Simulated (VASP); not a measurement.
Write the native input for VASP 6.6.1 that does the following.

```yaml
Task: single point
Functional: r2SCAN
Potentials_or_basis: VASP PAW PBE potentials, release 64 (Ge_d)
Cutoff: 520 eV
k_mesh: 12 × 12 × 6
Occupations: gaussian, width 0.01 eV
Spin: no spin polarisation
Dipole_correction: no
Further_INCAR_settings: ALGO = Normal; EDIFF = 1e-07; NBANDS = 36
```

Ge:

```
CELL_PARAMETERS angstrom
4.05558 0.00000 0.00000
-2.02779 3.51224 0.00000
0.00000 0.00000 6.70175
ATOMIC_POSITIONS crystal
Ge 0.66667 0.33333 0.06287
Ge 0.33333 0.66667 0.56287
Ge 0.66667 0.33333 0.43713
Ge 0.33333 0.66667 0.93713
```

This cell differs from its parent crystal: equal strain along all axes, cell held: +1.5 %, then relaxed in part.

One way to write it, as run:

POSCAR

```
Ge
1.0
    4.0555834319      0.0000000000      0.0000000000
   -2.0277917160      3.5122382792      0.0000000000
    0.0000000000      0.0000000000      6.7017516243
Ge
4
Direct
    0.6666666667      0.3333333333      0.0628671389
    0.3333333333      0.6666666667      0.5628671389
    0.6666666667      0.3333333333      0.4371328611
    0.3333333333      0.6666666667      0.9371328611
```

INCAR.step1

```
PREC = Accurate
ENCUT = 520
ISMEAR = 0
SIGMA = 0.01
LREAL = False
LASPH = True
NELM = 80
NBANDS = 36
GGA = PE
ALGO = Normal
EDIFF = 1E-4
LWAVE = True
LCHARG = False
```

INCAR.step2

```
PREC = Accurate
ENCUT = 520
EDIFF = 1E-7
ISMEAR = 0
SIGMA = 0.01
LREAL = False
LASPH = True
NELM = 80
ALGO = Normal
ISIF = 2
LWAVE = False
LCHARG = False
METAGGA = R2SCAN
LMIXTAU = True
NBANDS = 36
ISTART = 1
```

KPOINTS

```
regular mesh
0
Gamma
  12 12 6
```

Potentials or basis: VASP PAW PBE potentials, release 64 (Ge_d).

Command:

```console
$ cat potpaw_PBE.64/Ge_d/POTCAR > POTCAR
$ cp INCAR.step1 INCAR
$ mpirun -np 1 vasp_std > vasp.out
$ cp INCAR.step2 INCAR
$ mpirun -np 1 vasp_std > vasp.out
```

Results of the run:

* Pressure: -2.8 GPa
* Largest force: 0.004 eV/Å
* Band gap on the k mesh: 0.04 eV

Caveat: the cell differs from its parent crystal (equal strain along all axes, cell held: +1.5 %, then relaxed in part); the PAW data sets were made with another functional, which shifts forces and pressure a little.

It took 25 min on 1 thread of Oxide Virtual Turin-like Processor, with other jobs on the host, peak memory 0.3 GiB.
